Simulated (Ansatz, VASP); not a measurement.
**Sn3Se in VASP and in Ansatz**

```
Sn Se
1.0
     4.72609    0.00000    0.00000
     0.00000    4.72609    0.00000
     0.00000    0.00000    4.72609
Sn Se
3 1
Direct
  0.00000 0.50000 0.50000
  0.50000 0.00000 0.50000
  0.50000 0.50000 0.00000
  0.00000 0.00000 0.00000
```

Alike in both runs: functional r2SCAN; k mesh 10 × 10 × 10; occupations gaussian, width 0.1 eV; no spin polarisation.

Ansatz relaxed the structure, and its values are those at the end. VASP's run is a single point on that final structure, the one shown.

|  | VASP | Ansatz |
| --- | --- | --- |
| version | VASP 6.6.1 | Ansatz 0.2.0 |
| potentials or method | VASP PAW PBE potentials, release 64 (Sn_d, Se), cutoff 520 eV | scalar-relativistic, plane waves, PAW |
| valence electrons in the cell | 48 | 58 |

|  | VASP | Ansatz | Ansatz less VASP |
| --- | --- | --- | --- |
| gap on the k mesh at the Fermi level (eV) | none | none | - |
| pressure (GPa) | 0.0 | 0.0 | 0.00 |

VASP's potentials were made for PBE, not for r2SCAN. A gap of «none» marks a metal or a gap that the smearing closes. VASP's potentials hold 48 valence electrons a cell and Ansatz's 58, so a difference there can come from the potentials and not from the codes.
